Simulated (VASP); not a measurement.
# SiNi (Pmmn) in VASP: relaxation of cell and atoms with PBEsol

Aim: the relaxation of cell and atoms of SiNi with PBEsol.

Everything below comes from runs of VASP 6.6.1. Logs are shortened: lines on timing, memory, paths and dates and some standing lists are left out, and cuts for length are marked.

## Step 1: The cell of the first run

Symmetry: Pmmn, No. 59, orthorhombic system. Conventional cell: a = 2.552 Å, b = 3.115 Å, c = 4.378 Å, α = 90.00°, β = 90.00°, γ = 90.00°. Si (site symmetry mm2) has 6 Ni at 2.18 to 2.20 Å and 6 Si at 2.42 to 2.55 Å within 2.9 Å. Ni (site symmetry mm2) has 6 Si at 2.18 to 2.20 Å and 6 Ni at 2.41 to 2.55 Å within 2.9 Å.

## Step 2: Relaxation of cell and atoms, PBEsol, target pressure 90 GPa, at which the enthalpy is minimised

File INCAR:

```
PREC = Accurate
ENCUT = 600
EDIFF = 1E-7
ISMEAR = 0
SIGMA = 0.1
LREAL = False
LASPH = True
NELM = 80
ALGO = Normal
ISIF = 3
LWAVE = False
LCHARG = False
GGA = PS
IBRION = 2
NSW = 70
EDIFFG = -0.008
PSTRESS = 900.0
```

File KPOINTS:

```
Automatic mesh
0
Gamma
  16 14 10
```

File POSCAR:

```
SiNi
1.0
    2.5522619856      0.0000000000      0.0000000000
    0.0000000000      3.1145486698      0.0000000000
    0.0000000000      0.0000000000      4.3778442266
Si Ni
2 2
Direct
    0.5000000000      0.5000000000      0.8466229456
    0.0000000000      0.0000000000      0.1533770544
    0.5000000000      0.5000000000      0.3482653410
    0.0000000000      0.0000000000      0.6517346590
```

Potentials or basis: VASP PAW PBE potentials, release 64 (Si, Ni).

On the command line:

```sh
$ cat potpaw_PBE.64/Si/POTCAR potpaw_PBE.64/Ni/POTCAR > POTCAR
$ mpirun -np 1 vasp_std > vasp.out
```

OUTCAR:

```text
PREC = Accurate
   ENCUT = 600
   EDIFF = 1E-7
   ISMEAR = 0
   LREAL = False
   LASPH = True
   NELM = 80
   ISIF = 3
   GGA = PS
   IBRION = 2
   NSW = 70
   EDIFFG = -0.008
   PSTRESS = 900.0

 ion  position               nearest neighbor table
   1  0.500  0.500  0.847-   3 2.18   4 2.19   4 2.19   4 2.19   4 2.19   3 2.20   2 2.42   2 2.42
                             2 2.42   2 2.42
   2  0.000  0.000  0.153-   4 2.18   3 2.19   3 2.19   3 2.19   3 2.19   4 2.20   1 2.42   1 2.42
                             1 2.42   1 2.42
   3  0.500  0.500  0.348-   1 2.18   2 2.19   2 2.19   2 2.19   2 2.19   1 2.20   4 2.41   4 2.41
                             4 2.41   4 2.41
   4  0.000  0.000  0.652-   2 2.18   1 2.19   1 2.19   1 2.19   1 2.19   2 2.20   3 2.41   3 2.41
                             3 2.41   3 2.41

  LATTYP: Found a simple orthorhombic cell.
 ALAT       =     2.5522619856
 B/A-ratio  =     1.2203091561
 C/A-ratio  =     1.7152801128

  Lattice vectors:

 A1 = (   2.5522619856,   0.0000000000,   0.0000000000)
 A2 = (   0.0000000000,   3.1145486698,   0.0000000000)
 A3 = (   0.0000000000,   0.0000000000,   4.3778442266)

Analysis of symmetry for initial positions (statically):
=====================================================================
 Subroutine PRICEL returns:
 Original cell was already a primitive cell.

 Routine SETGRP: Setting up the symmetry group for a
 simple orthorhombic supercell.

 Subroutine GETGRP returns: Found  8 space group operations
 (whereof  4 operations were pure point group operations)
 out of a pool of  8 trial point group operations.

The static configuration has the point symmetry C_2v.
 The point group associated with its full space group is D_2h.

Analysis of symmetry for dynamics (positions and initial velocities):
=====================================================================
 Subroutine PRICEL returns:
 Original cell was already a primitive cell.

 Routine SETGRP: Setting up the symmetry group for a
 simple orthorhombic supercell.

 Subroutine GETGRP returns: Found  8 space group operations
 (whereof  4 operations were pure point group operations)
 out of a pool of  8 trial point group operations.

The dynamic configuration has the point symmetry C_2v.
 The point group associated with its full space group is D_2h.

 Subroutine INISYM returns: Found  8 space group operations
 (whereof  4 operations are pure point group operations),
 and found     1 'primitive' translations

----------------------------------------------------------------------------------------

                                     Primitive cell

  volume of cell :      34.8001

  direct lattice vectors                    reciprocal lattice vectors
     2.552261986  0.000000000  0.000000000     0.391809307  0.000000000  0.000000000
     0.000000000  3.114548670  0.000000000     0.000000000  0.321073807  0.000000000
     0.000000000  0.000000000  4.377844227     0.000000000  0.000000000  0.228422929

  length of vectors
     2.552261986  3.114548670  4.377844227     0.391809307  0.321073807  0.228422929

  position of ions in fractional coordinates (direct lattice)
     0.500000000  0.500000000  0.846622946
     0.000000000  0.000000000  0.153377054
     0.500000000  0.500000000  0.348265341
     0.000000000  0.000000000  0.651734659

  ion indices of the primitive-cell ions
   primitive index   ion index
                 1           1
                 2           2
                 3           3
                 4           4

----------------------------------------------------------------------------------------

 KPOINTS: Automatic mesh

Automatic generation of k-mesh.
 Grid dimensions read from file:
 generate k-points for:   16   14   10

 Generating k-lattice:

  Cartesian coordinates                     Fractional coordinates (reciprocal lattice)
     0.024488082  0.000000000  0.000000000     0.062500000  0.000000000  0.000000000
     0.000000000  0.022933843  0.000000000     0.000000000  0.071428571  0.000000000
     0.000000000  0.000000000  0.022842293     0.000000000  0.000000000  0.100000000

  Length of vectors
     0.024488082  0.022933843  0.022842293

  Shift w.r.t. Gamma in fractional coordinates (k-lattice)
     0.000000000  0.000000000  0.000000000

 Subroutine IBZKPT returns following result:
 ===========================================

 Found    432 irreducible k-points:

 Following reciprocal coordinates:
            Coordinates               Weight
  0.000000  0.000000  0.000000      1.000000
  0.062500  0.000000  0.000000      2.000000
  0.125000  0.000000  0.000000      2.000000
  0.187500  0.000000  0.000000      2.000000
  0.250000  0.000000  0.000000      2.000000
  0.312500  0.000000  0.000000      2.000000
[... 16 lines left out ...]
  0.250000  0.142857  0.000000      4.000000
  0.312500  0.142857  0.000000      4.000000
 [... further k-points ...]
   k-points           NKPTS =    432   k-points in BZ     NKDIM =    432   number of bands    NBANDS=     18
   number of dos      NEDOS =    301   number of ions     NIONS =      4
   total plane-waves  NPLWV =  20160
   dimension x,y,z NGX =    20 NGY =   28 NGZ =   36
   dimension x,y,z NGXF=    40 NGYF=   56 NGZF=   72
   ions per type =               2   2
   NGX,Y,Z   is equivalent  to a cutoff of  13.03, 14.95, 13.67 a.u.
   NGXF,Y,Z  is equivalent  to a cutoff of  26.05, 29.89, 27.34 a.u.
 SYSTEM =  unknown system
   PREC   = accura    normal or accurate (medium, high low for compatibility)
   ISTART =      0    job   : 0-new  1-cont  2-samecut
   ICHARG =      2    charge: 1-file 2-atom 10-const
   ISPIN  =      1    spin polarized calculation?
   LNONCOLLINEAR =      F non collinear calculations
   LSORBIT =      F    spin-orbit coupling
   LASPH  =      T    aspherical Exc in radial PAW
   ENCUT  =  600.0 eV  44.10 Ry    6.64 a.u.   5.10  6.22  8.74*2*pi/ulx,y,z
   NELM   =     80;   NELMIN=  2; NELMDL= -5     # of ELM steps
   EDIFF  = 0.1E-06   stopping-criterion for ELM
   LREAL  =      F    real-space projection
   EDIFFG = -.8E-02   stopping-criterion for IOM
   NSW    =     70    number of steps for IOM
   IBRION =      2    ionic relax: 0-MD 1-quasi-New 2-CG
   NFREE  =      1    steps in history (QN), initial steepest desc. (CG)
   ISIF   =      3    stress and relaxation
   ISYM   =      2    0-nonsym 1-usesym 2-fastsym
   POTIM  = 0.5000    time-step for ionic-motion
   TEBEG  =    0.0;   TEEND  =   0.0 temperature during run
   PSTRESS=  900.0 pullay stress
   NELECT =      28.0000    total number of electrons
   NUPDOWN=      -1.0000    fix difference up-down
   EMIN   =  10.00;   EMAX   =-10.00  energy-range for DOS
   EFERMI =   0.00;   METHOD = LEGACY
   ISMEAR =     0;   SIGMA  =   0.10  broadening in eV -4-tet -1-fermi 0-gaus
   EFERMI_NEDOS =   21; number of points for ismear=-14 and -15
   IALGO  =     38    algorithm
   IMIX   =      4    mixing-type and parameters
     AMIX     =   0.40;   BMIX     =  1.00
     AMIX_MAG =   1.60;   BMIX_MAG =  1.00
  volume/ion in A,a.u.               =       8.70        58.71
  Fermi-wavevector in a.u.,A,eV,Ry     =   1.522652  2.877395 31.544681  2.318469
  Thomas-Fermi vector in A             =   2.631202
   LORBIT       =      0    0 simple, 1 ext, 2 COOP (PROOUT), +10 PAW based schemes
   GGA     = PS    functional components
   LHFCALC =     F    Hartree Fock is set to
   AEXX    =    0.0000 exact exchange contribution
   IVDW    =     0    specifies the selected vdW correction
   LEPSILON=     F    determine dielectric tensor
   LRPA    =     F    only Hartree local field effects (RPA)
 conjugate gradient relaxation of ions
 non-spin polarized calculation
 Gauss-broadening in eV      SIGMA  =   0.10
  energy-cutoff  :      600.00
  volume of cell :       34.80
 maximum number of plane-waves:      1184
   NGX = 11   NGY = 13   NGZ = 17

--------------------------------------- Ionic step        1  -------------------------------------------

 number of electron      28.0000016 magnetization

 Free energy of the ion-electron system (eV)
  ---------------------------------------------------
  ext. energy  EPLUGINS =         0.00000000
  ---------------------------------------------------
  free energy    TOTEN  =       -23.73053363 eV

  energy without entropy =      -23.72764876  energy(sigma->0) =      -23.72909119

------------------------ aborting loop because EDIFF is reached ----------------------------------------

  FORCE on cell =-STRESS in cart. coord.  units (eV):
  Direction    XX          YY          ZZ          XY          YZ          ZX
  --------------------------------------------------------------------------------------
  -------------------------------------------------------------------------------------
  Total       18.4190309     19.3759079     20.1812482      0.0000000      0.0000000      0.0000000
  in kB      848.0016181    892.0556857    929.1330902      0.0000000      0.0000000      0.0000000
  external PRESSURE =     -10.2698687 kB  Pullay stress =     900.0000000 kB
[... 103 lines left out ...]
  energy  without entropy=      -23.6167522472  energy(sigma->0) =      -23.61805934

  enthalpy is  TOTEN    =        -4.1954394854 eV   P V=       19.4239269507

[... ionic steps 4 to 8 ...]

--------------------------------------- Ionic step        9  -------------------------------------------

 number of electron      27.9999997 magnetization

------------------------ aborting loop because EDIFF is reached ----------------------------------------
[... 75 lines left out ...]
--------------------------------------- Ionic step       11  -------------------------------------------

 number of electron      27.9999997 magnetization

 Free energy of the ion-electron system (eV)
  ---------------------------------------------------
  ext. energy  EPLUGINS =         0.00000000
  ---------------------------------------------------
  free energy    TOTEN  =       -23.65024048 eV

  energy without entropy =      -23.64763226  energy(sigma->0) =      -23.64893637

 E-fermi :  16.2954     XC(G=0): -14.1265

 val. band max:       16.2908841538   @ k =   0.0625   0.0714   0.5000
 cond. band min:      16.3104568866   @ k =   0.3125   0.3571   0.4000
 fundamental gap:      0.0195727328
 Fermi energy:        16.2954188187

 k-point     1 :       0.0000    0.0000    0.0000
  band No.  band energies     occupation
      1      -0.7010      2.00000
      2       6.0182      2.00000
      3       7.5148      2.00000
      4      10.0161      2.00000
      5      10.5335      2.00000
      6      12.0306      2.00000
[... 481 lines left out ...]
      5      10.4509      2.00000
      6      10.7637      2.00000
[... 10 lines left out ...]
     17      21.5588      0.00000
     18      21.9826      0.00000

 [... further k-points ...]

------------------------ aborting loop because EDIFF is reached ----------------------------------------

  FORCE on cell =-STRESS in cart. coord.  units (eV):
  Direction    XX          YY          ZZ          XY          YZ          ZX
  --------------------------------------------------------------------------------------
  -------------------------------------------------------------------------------------
  Total       19.4679167     19.4695023     19.4739635      0.0000000      0.0000000      0.0000000
  in kB      900.7149880    900.7883459    900.9947516      0.0000000      0.0000000      0.0000000
  external PRESSURE =       0.8326952 kB  Pullay stress =     900.0000000 kB
[... 23 lines left out ...]
  energy  without entropy=      -23.6476322630  energy(sigma->0) =      -23.64893637

  enthalpy is  TOTEN    =        -4.1977773813 eV   P V=       19.4524630978

 reached required accuracy - stopping structural energy minimisation
```

Wall time 34 min (1 thread of Intel Xeon 8259CL, shared host); peak memory 0.43 GiB.

Results:

| Property | Result |
| --- | --- |
| Free energy | -23.6502 eV |
| Relaxed volume | 8.66 Å³/atom |
| Relaxed cell | a = 2.511 Å, b = 3.135 Å, c = 4.399 Å, α = 90.00°, β = 90.00°, γ = 90.00° |
| Space group after relaxing (to 0.1 Å) | Pmmn (No. 59) |
| Energy change on relaxing (the run minimises the enthalpy) | +20.1 meV/atom |
| Ionic steps | 11 |
| Pressure after relaxing | 90.1 GPa |
| Band gap on the k mesh | zero (bands 14 and 15 overlap by 1.81 eV) |

Forces on the atoms (eV/Å):
```
Si   0.000  0.000  0.003
Si   0.000  0.000 -0.003
Ni   0.000  0.000 -0.002
Ni   0.000  0.000  0.002
```

The path:
```csv
step,energy change (eV),largest force (eV/Å),pressure (GPa),volume (Å³)
1,0.0000,0.2836,88.97,34.80
2,0.1473,0.0715,91.84,34.52
3,0.1112,0.0414,91.14,34.58
4,-0.0333,0.0951,86.67,34.84
5,0.0456,0.0214,89.16,34.69
6,0.0830,0.0564,90.22,34.62
7,0.0811,0.0545,90.09,34.63
8,0.0752,0.0191,89.95,34.64
9,0.0754,0.0190,89.93,34.64
10,0.0837,0.0089,90.19,34.62
11,0.0803,0.0028,90.08,34.63
```

Final structure:
```
CELL_PARAMETERS angstrom
2.51135 0.00000 0.00000
0.00000 3.13451 0.00000
0.00000 0.00000 4.39912
ATOMIC_POSITIONS crystal
Si 0.50000 0.50000 0.84880
Si 0.00000 0.00000 0.15120
Ni 0.50000 0.50000 0.35074
Ni 0.00000 0.00000 0.64926
```

Levels at points of the mesh, in eV from the Fermi level:
```
           k point  band 12  band 13  band 14  band 15  band 16  band 17
(0.00, 0.00, 0.00)    -2.75    -2.47    -2.46     1.77     4.30     5.76
(0.50, 0.00, 0.00)    -3.43    -1.52    -1.52     2.84     2.84     3.57
(0.00, 0.50, 0.00)    -3.29    -2.61    -2.61     1.14     1.14     8.12
(0.50, 0.50, 0.00)    -3.03    -1.52    -1.52     2.52     2.52     2.79
(0.00, 0.00, 0.50)    -2.51     0.50     0.71     1.20     1.62     4.06
(0.50, 0.00, 0.50)    -3.15    -1.11    -1.11     3.34     3.34     5.66
(0.00, 0.50, 0.50)    -3.04    -2.45    -2.45     4.96     4.96     7.70
(0.50, 0.50, 0.50)    -3.12    -1.37    -1.37    -0.76    -0.76     2.41
```

Caveat: the cell is relaxed towards a set pressure, so the run minimises the enthalpy, not the energy; the PAW data sets were made with another functional, which shifts forces and pressure a little. Spin polarisation is off, so any magnetic state and its effect on volume and gap are missing.
